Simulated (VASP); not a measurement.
# Mg32ZnO32 (a cell with a defect) in VASP: further runs, part 3 of 3

VASP 6.6.1. Earlier steps stand in the parts before.

## Step 4: Relaxation of the atoms, PBEsol

The input, INCAR:

```
SYSTEM = Mg32ZnO32
PREC = Accurate
ENCUT = 520
EDIFF = 1E-7
ISMEAR = -1
SIGMA = 0.05
LREAL = Auto
LASPH = .TRUE.
NELM = 120
ALGO = Normal
ISIF = 2
LWAVE = .FALSE.
LCHARG = .FALSE.
GGA = PS
IBRION = 2
NSW = 100
EDIFFG = -0.03
ISYM = -1
GGA_COMPAT = .FALSE.
NELMIN = 4
```

The input, KPOINTS:

```
explicit points
1
Reciprocal
  0.25000000   0.25000000   0.25000000 1
```

The input, POSCAR:

```
Mg32ZnO32
1.0
    8.4288080000      0.0000000000      0.0000000000
    0.0000000000      8.4288080000      0.0000000000
    0.0000000000      0.0000000000      8.4288080000
O Mg Zn
32 32 1
Direct
    0.2528340000      0.9978290000      0.0005510000
    0.2479940000      0.0032930000      0.4996990000
    0.2513180000      0.4998530000      0.9997020000
    0.2498360000      0.5008280000      0.4965940000
    0.7515430000      0.0013350000      0.0002650000
    0.7505150000      0.0011760000      0.5013740000
    0.7464840000      0.4966730000      0.9993050000
    0.7501750000      0.5013290000      0.5031750000
    0.9992900000      0.2477790000      0.0004770000
    0.0029990000      0.2503070000      0.4965780000
    0.0012780000      0.7541480000      0.0020560000
    0.0001180000      0.7516090000      0.4980750000
    0.4967730000      0.2502690000      0.0040140000
    0.5035450000      0.2497320000      0.5029850000
    0.5029860000      0.7498860000      0.9958000000
    0.5024660000      0.7493790000      0.5037200000
    0.0024660000      0.0004320000      0.2480460000
    0.0039110000      0.9960690000      0.7550340000
    0.0006440000      0.4983800000      0.2524340000
    0.9990340000      0.4981710000      0.7520580000
    0.4984500000      0.0002170000      0.2558620000
    0.4998160000      0.0045350000      0.7506700000
    0.4991320000      0.5024850000      0.2514190000
    0.4999810000      0.4996340000      0.7524710000
    0.2480570000      0.2541330000      0.2514990000
    0.2506340000      0.2498040000      0.7506790000
    0.2506890000      0.7485960000      0.2485820000
    0.2446790000      0.7503120000      0.7487290000
    0.7482730000      0.2490840000      0.2469030000
    0.7539350000      0.2511890000      0.7482710000
    0.7484860000      0.7488290000      0.2545600000
    0.7421660000      0.7504620000      0.7493810000
    0.0077800000      0.9992400000      0.9999110000
    0.9994140000      0.0014500000      0.4993510000
    0.0006110000      0.4975100000      0.0031930000
    0.9943430000      0.5032860000      0.5017370000
    0.5023080000      0.9987940000      0.0012980000
    0.4994250000      0.0025730000      0.4974380000
    0.4976380000      0.4980160000      0.0002430000
    0.5026010000      0.5000860000      0.4989630000
    0.2465860000      0.2480270000      0.9996300000
    0.2512240000      0.2514080000      0.5011090000
    0.2511380000      0.7464250000      0.9979900000
    0.2517290000      0.7492920000      0.4979050000
    0.7477970000      0.2460350000      0.0013550000
    0.7524890000      0.2512050000      0.4977930000
    0.7504000000      0.7527240000      0.0043270000
    0.7483320000      0.7492280000      0.4982010000
    0.2474590000      0.0004520000      0.2474300000
    0.2446410000      0.9980510000      0.7514560000
    0.2495320000      0.4978830000      0.2518630000
    0.2524020000      0.5012260000      0.7497210000
    0.7468360000      0.0011800000      0.2514530000
    0.7484820000      0.0004870000      0.7515150000
    0.7485380000      0.4996420000      0.2470040000
    0.7474410000      0.5001550000      0.7492310000
    0.9960620000      0.2515670000      0.2521750000
    0.0010700000      0.2488830000      0.7486160000
    0.9991270000      0.7561700000      0.2455400000
    0.0020170000      0.7521220000      0.7488440000
    0.5023490000      0.2494800000      0.2489940000
    0.5049430000      0.2486290000      0.7505780000
    0.5014820000      0.7505980000      0.2522430000
    0.4999180000      0.7496190000      0.7483300000
    0.1259250000      0.3705290000      0.3712640000
```

The run is started by

```sh
$ cat potpaw_PBE.64/O/POTCAR potpaw_PBE.64/Mg/POTCAR potpaw_PBE.64/Zn/POTCAR > POTCAR
$ mpirun -np 1 vasp_std > vasp.out
```

It took 24 min on 1 thread of Intel Xeon 6975P-C (Granite Rapids), shared host; peak memory 0.7 GiB.

The run converged. Its results:

```
Free energy                  : -391.0174 eV
Energy gained by relaxing    : 156.6 meV/atom
Ionic steps                  : 14
Pressure after relaxing      : 9.1 GPa
Largest force after relaxing : 0.020 eV/Å
Band gap on the k mesh       : 1.57 eV
```

Forces in eV/Å, atoms in the order of the input:
```
O    0.001 -0.003 -0.006
O   -0.003 -0.001  0.000
O    0.001  0.000  0.001
O   -0.016 -0.004  0.006
O    0.008  0.014  0.008
O   -0.008 -0.005  0.002
O   -0.008  0.007 -0.005
O    0.005 -0.008 -0.003
O    0.003  0.005  0.002
O    0.008  0.009  0.012
O   -0.006  0.013 -0.007
O   -0.001 -0.010  0.004
O    0.009  0.003 -0.009
O    0.000 -0.004 -0.008
O   -0.006 -0.007  0.008
O    0.002 -0.001  0.003
O    0.001 -0.004  0.004
O   -0.008 -0.002  0.004
O    0.009  0.009  0.000
O    0.000  0.001  0.001
O    0.011 -0.009 -0.004
O   -0.012  0.009 -0.014
O    0.002 -0.003  0.001
O    0.003  0.004  0.002
O    0.003 -0.010  0.003
O    0.001 -0.001 -0.005
O    0.003 -0.005  0.002
O    0.009  0.006  0.007
O    0.002  0.004  0.000
O   -0.011 -0.003  0.005
O   -0.003  0.004 -0.004
O    0.009 -0.009 -0.009
Mg   0.008  0.001 -0.005
Mg  -0.003  0.005  0.007
Mg   0.002  0.009  0.004
Mg   0.002 -0.005  0.016
Mg   0.001  0.003 -0.002
Mg   0.000 -0.005 -0.015
Mg  -0.001 -0.005 -0.001
Mg  -0.012 -0.008 -0.005
Mg   0.002  0.002  0.007
Mg  -0.013 -0.009 -0.007
Mg  -0.012  0.007 -0.001
Mg  -0.006 -0.008  0.004
Mg  -0.002  0.016 -0.003
Mg   0.002 -0.001 -0.002
Mg   0.000  0.007 -0.002
Mg   0.003 -0.008 -0.014
Mg   0.003  0.000 -0.001
Mg  -0.010 -0.001  0.004
Mg  -0.007 -0.002 -0.003
Mg  -0.001 -0.002  0.007
Mg   0.001 -0.003  0.007
Mg  -0.006 -0.001  0.001
Mg   0.013 -0.001  0.001
Mg  -0.002 -0.010 -0.003
Mg   0.015  0.000 -0.003
Mg   0.000  0.003  0.005
Mg   0.001  0.004  0.007
Mg   0.011 -0.001  0.001
Mg  -0.002 -0.003 -0.002
Mg  -0.004  0.014 -0.003
Mg   0.005 -0.001  0.008
Mg  -0.001  0.007  0.005
Zn   0.005 -0.004 -0.014
```

Stress tensor (GPa, compression positive):
```
 9.16 -0.18 -0.18
-0.18  9.05 -0.20
-0.18 -0.20  9.02
```

Step by step:
| step | energy change (eV) | largest force (eV/Å) | pressure (GPa) |
| --- | --- | --- | --- |
| 1 | 0.0000 | 13.0793 | 13.25 |
| 2 | -6.4156 | 5.6331 | 11.65 |
| 3 | -8.6173 | 2.7740 | 10.04 |
| 4 | -9.6640 | 1.7496 | 9.32 |
| 5 | -9.6751 | 2.2100 | 9.31 |
| 6 | -10.0784 | 0.3928 | 9.05 |
| 7 | -10.0795 | 0.4056 | 9.05 |
| 8 | -10.1479 | 0.2853 | 9.09 |
| 9 | -10.1495 | 0.3639 | 9.10 |
| 10 | -10.1690 | 0.1408 | 9.09 |
| 11 | -10.1707 | 0.1840 | 9.09 |
| 12 | -10.1751 | 0.0784 | 9.08 |
| 13 | -10.1751 | 0.0740 | 9.08 |
| 14 | -10.1761 | 0.0204 | 9.08 |

Final structure:
```xyz
65
Lattice="8.4288 0.0000 0.0000 0.0000 8.4288 0.0000 0.0000 0.0000 8.4288" Properties=species:S:1:pos:R:3 pbc="T T T"
O     2.1067    8.4069    8.4087
O     2.1340    8.3754    4.2410
O     2.1315    4.2397    8.3750
O     2.2611    4.3636    4.3582
O     6.3189    8.4256    8.4287
O     6.2981    8.4064    4.2156
O     6.2987    4.2132    8.4077
O     6.2645    4.2423    4.2413
O     8.4034    2.0823    8.3740
O     8.2719    1.9494    4.3805
O     0.0012    6.3432    8.4076
O     8.4043    6.3801    4.2402
O     4.2363    2.1078    8.4086
O     4.2720    2.0841    4.2434
O     4.2167    6.3247    8.4264
O     4.2348    6.3440    4.2156
O     8.4039    8.3743    2.0827
O     0.0024    8.4051    6.3469
O     8.2755    4.3773    1.9558
O     8.4042    4.2406    6.3764
O     4.2350    8.4081    2.1106
O     4.2179    8.4249    6.3279
O     4.2694    4.2413    2.0838
O     4.2346    4.2141    6.3437
O     2.2705    1.9627    1.9572
O     2.1332    2.0836    6.3793
O     2.1317    6.3778    2.0837
O     2.1061    6.3412    6.3418
O     6.2636    2.0827    2.0841
O     6.2991    2.1087    6.3469
O     6.2977    6.3452    2.1100
O     6.3175    6.3251    6.3268
Mg    8.4275    8.3842    8.3867
Mg    8.4120    8.4121    4.2345
Mg    8.4112    4.2329    8.4130
Mg    8.1948    4.4497    4.4429
Mg    4.2142    8.4286    0.0023
Mg    4.2576    8.3865    4.2196
Mg    4.2559    4.2165    8.3871
Mg    4.2343    4.2344    4.2339
Mg    2.1262    2.0906    8.4136
Mg    2.3417    1.8795    4.4477
Mg    2.1094    6.3631    8.3870
Mg    2.1258    6.3401    4.2314
Mg    6.2765    2.1046    8.3862
Mg    6.3047    2.0898    4.2368
Mg    6.3212    6.3213    0.0019
Mg    6.2766    6.3676    4.2185
Mg    2.1260    8.4163    2.0913
Mg    2.1094    8.3851    6.3661
Mg    2.3350    4.4416    1.8824
Mg    2.1243    4.2324    6.3364
Mg    6.2759    8.3850    2.1076
Mg    6.3231    0.0004    6.3240
Mg    6.3035    4.2355    2.0903
Mg    6.2781    4.2169    6.3668
Mg    8.1904    1.8743    1.8740
Mg    8.4110    2.0889    6.3430
Mg    8.4107    6.3431    2.0887
Mg    8.4261    6.3651    6.3664
Mg    4.2358    2.0912    2.0913
Mg    4.2586    2.1043    6.3681
Mg    4.2552    6.3657    2.1058
Mg    4.2149    6.3220    6.3237
Zn    1.0437    3.1531    3.1633
```

Levels at points of the mesh, in eV from the valence-band top:
```tsv
k point	band 131	band 132	band 133	band 134	band 135	band 136	band 137	band 138
(0.25, 0.25, 0.25)	-4.60	-4.33	-4.33	0.00	1.57	2.32	2.34	2.69
```

Caveat: the PAW data sets were made with another functional, which shifts forces and pressure a little.

## Step 5: Summary

```tsv
task	level	cell	grid for exact exchange (PRECFOCK)	share of exact exchange	screening parameter	gap on the mesh (eV)	pressure (GPa)	largest force (eV/Å)
single point	PBEsol	as given, atomic positions A	-	-	-	1.55	9.1	0.04
single point	HSE06	as given, atomic positions A	Fast	0.25	0.2079 1/Å	2.35	8.0	0.36
relaxation of the atoms	PBEsol	atoms relaxed, atomic positions B	-	-	-	1.57	9.1	0.02
```

Alike in all rows: potentials or basis VASP PAW PBE potentials, release 64 (O, Mg, Zn); no spin polarisation; k mesh 1 × 1 × 1, shifted; cutoff (eV) 520; smearing fermi-dirac 0.05 eV.

Caveats: the PAW data sets were made with another functional, which shifts forces and pressure a little.

Absolute energies hang on the potentials; compare differences alone.
